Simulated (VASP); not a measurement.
# SnSe2 in VASP: a series of runs, part 2 of 2

VASP 6.6.1. Earlier steps stand in the parts before.

**3. Single point, r2SCAN (biaxial strain in the a-b plane: +6.0 %)**

Contents of POSCAR:

```
SnSe2
1.0
    4.0709939436      0.0000000000      0.0000000000
   -2.0354969718      3.5255841738      0.0000000000
    0.0000000000      0.0000000000      6.2897454251
Sn Se
1 2
Direct
    0.0000000000      0.0000000000      0.0000000000
    0.6666666667      0.3333333333      0.7564354291
    0.3333333333      0.6666666667      0.2435645709
```

Contents of INCAR.step1:

```
SYSTEM = SnSe2
PREC = Accurate ; ENCUT = 520
ISMEAR = 0 ; SIGMA = 0.02
LREAL = .False. ; LASPH = .True.
NELM = 80 ; NBANDS = 20
GGA = PE ; ALGO = Normal
EDIFF = 1E-4 ; LWAVE = .True.
LCHARG = .False.
```

Contents of INCAR.step2:

```
SYSTEM = SnSe2
PREC = Accurate ; ENCUT = 520
EDIFF = 1E-7 ; ISMEAR = 0
SIGMA = 0.02 ; LREAL = .False.
LASPH = .True. ; NELM = 80
ALGO = Normal ; ISIF = 2
LWAVE = .False. ; LCHARG = .False.
METAGGA = R2SCAN ; LMIXTAU = .True.
NBANDS = 20 ; ISTART = 1
```

Contents of KPOINTS:

```
regular mesh
0
Gamma
  12 12 4
  0 0 0
```

Potentials or basis: VASP PAW PBE potentials, release 64 (Sn_d, Se).

Command:

```bash
$ cat potpaw_PBE.64/Sn_d/POTCAR potpaw_PBE.64/Se/POTCAR > POTCAR
$ cp INCAR.step1 INCAR
$ mpirun -np 1 vasp_std > vasp.out
$ cp INCAR.step2 INCAR
$ mpirun -np 1 vasp_std > vasp.out
```

OUTCAR:

```text
SYSTEM = SnSe2
   PREC = Accurate
   ENCUT = 520
   EDIFF = 1E-7
   ISMEAR = 0
   LREAL = .False.
   LASPH = .True.
   NELM = 80
   ISIF = 2
   METAGGA = R2SCAN
   ISTART = 1

 ion  position               nearest neighbor table
   1  0.000  0.000  0.000-   2 2.81   3 2.81   3 2.81   2 2.81   2 2.81   3 2.81
   2  0.667  0.333  0.756-   1 2.81   1 2.81   1 2.81
   3  0.333  0.667  0.244-   1 2.81   1 2.81   1 2.81

  LATTYP: Found a hexagonal cell.
 ALAT       =     4.0709939436
 C/A-ratio  =     1.5450146849

  Lattice vectors:

 A1 = (   4.0709939436,   0.0000000000,   0.0000000000)
 A2 = (  -2.0354969718,   3.5255841738,   0.0000000000)
 A3 = (   0.0000000000,   0.0000000000,   6.2897454251)

Analysis of symmetry for initial positions (statically):
=====================================================================
 Subroutine PRICEL returns:
 Original cell was already a primitive cell.

 Routine SETGRP: Setting up the symmetry group for a
 hexagonal supercell.

 Subroutine GETGRP returns: Found 12 space group operations
 (whereof 12 operations were pure point group operations)
[... 158 lines left out ...]
 Free energy of the ion-electron system (eV)
  ---------------------------------------------------
  ext. energy  EPLUGINS =         0.00000000
  ---------------------------------------------------
  free energy    TOTEN  =       -54.43498437 eV

  energy without entropy =      -54.43498437  energy(sigma->0) =      -54.43498437

 E-fermi :   2.7101     XC(G=0):  -9.2567

 val. band max:        2.5487293142   @ k =   0.0000   0.0000   0.0000
 cond. band min:       2.9735350225   @ k =   0.0000   0.0000   0.0000
 fundamental gap:      0.4248057083
 Fermi energy:         2.7100714540

 k-point     1 :       0.0000    0.0000    0.0000
  band No.  band energies     occupation
      1     -19.4889      2.00000
      2     -19.4889      2.00000
      3     -19.4670      2.00000
      4     -19.4505      2.00000
      5     -19.4505      2.00000
      6     -11.1849      2.00000
[... 541 lines left out ...]
     19      11.0792      0.00000
     20      11.5084      0.00000

 [... further k-points ...]
[... 5 lines left out ...]
  --------------------------------------------------------------------------------------
  -------------------------------------------------------------------------------------
  Total       -3.5825016     -3.5825016     -0.9004714      0.0000000      0.0000000      0.0000000
  in kB      -63.5817327    -63.5817327    -15.9814401      0.0000000      0.0000000      0.0000000
  external PRESSURE =     -47.7149685 kB  Pullay stress =       0.0000000 kB

 VOLUME and BASIS-vectors are now :
 -----------------------------------------------------------------------------
  energy-cutoff  :      520.00
  volume of cell :       90.27
      direct lattice vectors                 reciprocal lattice vectors
     4.070993944  0.000000000  0.000000000     0.245640257  0.141820469  0.000000000
    -2.035496972  3.525584174  0.000000000     0.000000000  0.283640937  0.000000000
     0.000000000  0.000000000  6.289745425     0.000000000  0.000000000  0.158988947

 POSITION                                       TOTAL-FORCE (eV/Angst)
 -----------------------------------------------------------------------------------
      0.00000      0.00000      0.00000        -0.000000      0.000000      0.000000
      2.03550      1.17519      4.75779        -0.000000      0.000000      0.234808
     -0.00000      2.35039      1.53196         0.000000     -0.000000     -0.234808
 -----------------------------------------------------------------------------------
    total drift:                                0.000000     -0.000000     -0.000000

  FREE ENERGIE OF THE ION-ELECTRON SYSTEM (eV)
  ---------------------------------------------------
  free  energy   TOTEN  =       -54.4349843682 eV

  energy  without entropy=      -54.4349843682  energy(sigma->0) =      -54.43498437
```

OUTCAR.step1:

```text
SYSTEM = SnSe2
   PREC = Accurate
   ENCUT = 520
   ISMEAR = 0
   LREAL = .False.
   LASPH = .True.
[... 777 lines left out ...]
      0.00000      0.00000      0.00000        -0.000000      0.000000      0.000000
      2.03550      1.17519      4.75779         0.000000      0.000000      0.005910
     -0.00000      2.35039      1.53196         0.000000     -0.000000     -0.005910
 -----------------------------------------------------------------------------------
    total drift:                                0.000000     -0.000000      0.000000

  FREE ENERGIE OF THE ION-ELECTRON SYSTEM (eV)
  ---------------------------------------------------
  free  energy   TOTEN  =       -11.7446620014 eV

  energy  without entropy=      -11.7446619991  energy(sigma->0) =      -11.74466200
```

OSZICAR.step1:

```text
N       E                     dE             d eps       ncg     rms          rms(c)
DAV:   1     0.202667054149E+03    0.20267E+03   -0.12007E+04  2808   0.141E+03
DAV:   2     0.121177097286E+02   -0.19055E+03   -0.18351E+03  2940   0.368E+02
DAV:   3    -0.111618008558E+02   -0.23280E+02   -0.22814E+02  3340   0.114E+02
DAV:   4    -0.120176113940E+02   -0.85581E+00   -0.85422E+00  3260   0.233E+01
DAV:   5    -0.120395898959E+02   -0.21979E-01   -0.21976E-01  3792   0.389E+00    0.428E+00
DAV:   6    -0.117535122797E+02    0.28608E+00   -0.64707E-01  3916   0.739E+00    0.274E+00
DAV:   7    -0.117433484663E+02    0.10164E-01   -0.14802E-01  3180   0.215E+00    0.102E+00
DAV:   8    -0.117439445697E+02   -0.59610E-03   -0.12027E-02  3240   0.982E-01    0.248E-01
DAV:   9    -0.117446026110E+02   -0.65804E-03   -0.17373E-03  3212   0.338E-01    0.788E-02
DAV:  10    -0.117446620014E+02   -0.59390E-04   -0.21947E-04  3064   0.961E-02
   1 F= -.11744662E+02 E0= -.11744662E+02  d E =-.236984E-08
```

Wall time 3.9 min (1 thread of Intel Xeon 6975P-C (Granite Rapids), shared host); peak memory 0.28 GiB.

What came out:

- Free energy: -54.4350 eV
- Pressure: -4.8 GPa
- Largest force: 0.235 eV/Å
- Band gap on the k mesh: 0.42 eV, direct

Forces on the atoms (eV/Å):
```
Sn   0.000  0.000  0.000
Se   0.000  0.000  0.235
Se   0.000  0.000 -0.235
```

Levels at points of the mesh, in eV from the valence-band top:
```
           k point  band 9  band 10  band 11  band 12  band 13  band 14  band 15  band 16  band 17  band 18
(0.00, 0.00, 0.00)   -1.02    -1.02    -0.75    -0.75     0.00     0.42     2.76     4.35     4.35     8.32
(0.50, 0.00, 0.00)   -3.96    -2.69    -2.48    -0.95    -0.52     0.90     3.84     5.43     5.98     7.21
(0.00, 0.00, 0.50)   -1.56    -1.10    -1.10    -0.62    -0.62     1.59     2.68     4.13     4.13     8.48
(0.50, 0.00, 0.50)   -4.34    -2.55    -1.78    -0.84    -0.81     0.80     4.32     5.34     6.07     6.57
```

Caveat: the cell differs from its parent crystal (biaxial strain in the a-b plane: +6.0 %); the PAW data sets were made with another functional, which shifts forces and pressure a little; spin-orbit coupling is left out, which moves the levels of the heavy elements. A k mesh can miss the band edges.

**4. Single point, r2SCAN (uniaxial strain along a: -4.0 %)**

Contents of POSCAR:

```
SnSe2
1.0
    3.6869378954      0.0000000000      0.0000000000
   -1.8434689477      3.3592830192      0.0000000000
    0.0000000000      0.0000000000      6.5898781781
Sn Se
1 2
Direct
    0.0000000000      0.0000000000      0.0000000000
    0.6671566366      0.3343194655      0.7589132873
    0.3328433634      0.6656805345      0.2410867127
```

Contents of INCAR.step1:

```
SYSTEM = SnSe2
ALGO = Normal ; EDIFF = 1E-4
ENCUT = 520 ; GGA = PE
ISMEAR = 0 ; LASPH = .True.
LCHARG = .False. ; LREAL = .False.
LWAVE = .True. ; NBANDS = 20
NELM = 100 ; PREC = Accurate
SIGMA = 0.02
```

Contents of INCAR.step2:

```
SYSTEM = SnSe2
ALGO = Normal ; EDIFF = 1E-6
ENCUT = 520 ; ISIF = 2
ISMEAR = 0 ; ISTART = 1
LASPH = .True. ; LCHARG = .False.
LMIXTAU = .True. ; LREAL = .False.
LWAVE = .False. ; METAGGA = R2SCAN
NBANDS = 20 ; NELM = 100
PREC = Accurate ; SIGMA = 0.02
```

Contents of KPOINTS:

```
k-points
0
Gamma
  12 12 4
  0 0 0
```

Command:

```bash
$ cat potpaw_PBE.64/Sn_d/POTCAR potpaw_PBE.64/Se/POTCAR > POTCAR
$ cp INCAR.step1 INCAR
$ mpirun -np 1 vasp_std > vasp.out
$ cp INCAR.step2 INCAR
$ mpirun -np 1 vasp_std > vasp.out
```

Wall time 14 min (1 thread of Intel Xeon Platinum 8259CL at 2.50GHz (Skylake/Cascade Lake), shared host); peak memory 0.39 GiB.

Results (log left out):

- Free energy: -54.5930 eV
- Pressure: 1.7 GPa
- Largest force: 0.060 eV/Å
- Band gap on the k mesh: 0.71 eV, indirect (least direct gap 1.41 eV)

Forces in eV/Å, atoms in the order of the input:
```
Sn   0.000  0.000  0.000
Se   0.000  0.026 -0.054
Se   0.000 -0.026  0.054
```

Stress tensor (GPa, compression positive):
```
 4.66  0.00  0.00
 0.00  0.06 -0.17
 0.00 -0.17  0.34
```

Levels at points of the mesh, in eV from the valence-band top:
```tsv
k point	band 9	band 10	band 11	band 12	band 13	band 14	band 15	band 16	band 17	band 18
(0.00, 0.00, 0.00)	-0.92	-0.57	-0.52	-0.48	-0.16	1.50	3.45	4.88	5.26	8.00
(0.50, 0.00, 0.00)	-4.75	-3.01	-2.68	-1.24	-0.59	0.99	4.01	5.65	5.75	6.84
(0.00, 0.50, 0.00)	-4.75	-3.11	-2.27	-1.31	-0.22	1.46	4.58	5.87	6.16	6.74
(0.00, 0.00, 0.50)	-2.22	-0.83	-0.58	-0.40	-0.08	2.67	3.39	4.74	5.11	8.63
(0.50, 0.00, 0.50)	-5.01	-2.72	-2.30	-0.99	-0.81	0.71	4.39	4.98	5.98	6.22
(0.00, 0.50, 0.50)	-5.01	-2.45	-2.17	-0.98	-0.43	0.98	4.58	5.21	5.98	6.66
```

Caveat: the cell differs from its parent crystal (uniaxial strain along a: -4.0 %); the PAW data sets were made with another functional, which shifts forces and pressure a little; spin-orbit coupling is left out, which moves the levels of the heavy elements. A k mesh can miss the band edges.

**5. Overview**

| cell | gap on the mesh (eV) | pressure (GPa) | largest force (eV/Å) |
| --- | --- | --- | --- |
| a = 3.994, b = 3.994, c = 6.368 Å, angles 90.0, 90.0, 120.0°, 3 atoms | 0.83 | -3.3 | 0.12 |
| a = 4.071, b = 4.071, c = 6.290 Å, angles 90.0, 90.0, 120.0°, 3 atoms | 0.42 | -4.8 | 0.23 |
| a = 3.687, b = 3.832, c = 6.590 Å, angles 90.0, 90.0, 118.8°, 3 atoms | 0.71 | 1.7 | 0.06 |

Alike in all rows: task single point; level r2SCAN; potentials or basis VASP PAW PBE potentials, release 64 (Sn_d, Se); no spin polarisation; k mesh 12 × 12 × 4; cutoff (eV) 520; smearing gaussian 0.02 eV.

Caveats: the PAW data sets were made with another functional, which shifts forces and pressure a little; spin-orbit coupling is left out, which moves the levels of the heavy elements.

Absolute energies hang on the potentials; compare differences alone.
